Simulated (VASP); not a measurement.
Input of a VASP 6.6.1 run:

POSCAR

```
CuO
1.0
    0.1896038200     -2.1722883700     -2.0431441000
   -2.0197235200      0.1062952100     -1.9598354900
    2.3832003700      2.2858393900     -4.3894430400
Cu O
2 2
Direct
    0.4562322400      0.5306856300      0.4854117400
    0.9742842800      0.9858673900      0.0243612000
    0.8016626700      0.7447211200      0.7392802400
    0.2678208100      0.2387258700      0.2509468100
```

File INCAR.step1:

```
SYSTEM = CuO
PREC = Accurate ; ENCUT = 520
ISMEAR = -1 ; SIGMA = 0.05
LREAL = .FALSE. ; LASPH = .TRUE.
NELM = 150 ; LMAXMIX = 4
LDAU = .TRUE. ; LDAUTYPE = 2
LDAUL = 2 -1 ; LDAUU = 6 0
LDAUJ = 0 0 ; NBANDS = 25
GGA = PE ; ALGO = Normal
EDIFF = 1E-4 ; LWAVE = .TRUE.
LCHARG = .FALSE.
```

INCAR.step2

```
SYSTEM = CuO
PREC = Accurate ; ENCUT = 520
EDIFF = 1E-7 ; ISMEAR = -1
SIGMA = 0.05 ; LREAL = .FALSE.
LASPH = .TRUE. ; NELM = 150
ALGO = Normal ; ISIF = 2
LWAVE = .FALSE. ; LCHARG = .FALSE.
LMAXMIX = 4 ; LDAU = .TRUE.
LDAUTYPE = 2 ; LDAUL = 2 -1
LDAUU = 6 0 ; LDAUJ = 0 0
LDAUPRINT = 1 ; METAGGA = R2SCAN
LMIXTAU = .TRUE. ; NBANDS = 25
ISTART = 1
```

File KPOINTS:

```
Automatic mesh
0
G
  10 10 5
  0 0 0
```

Potentials or basis: VASP PAW PBE potentials, release 64 (Cu, O).

The run is started by

```sh
$ cat potpaw_PBE.64/Cu/POTCAR potpaw_PBE.64/O/POTCAR > POTCAR
$ cp INCAR.step1 INCAR
$ mpirun -np 1 vasp_std > vasp.out
$ cp INCAR.step2 INCAR
$ mpirun -np 1 vasp_std > vasp.out
```

(1) Estimate the band gap on the k mesh.

(2) Estimate the pressure.

(3) What does it give for the largest force?

Answers

(1) zero (bands 17 and 18 overlap by 0.70 eV).

(2) -13.7 GPa.

(3) 1.423 eV/Å.

Caveat: the cell stands under tension; the PAW data sets were made with another functional, which shifts forces and pressure a little; U without spin polarisation on a metal has little footing.
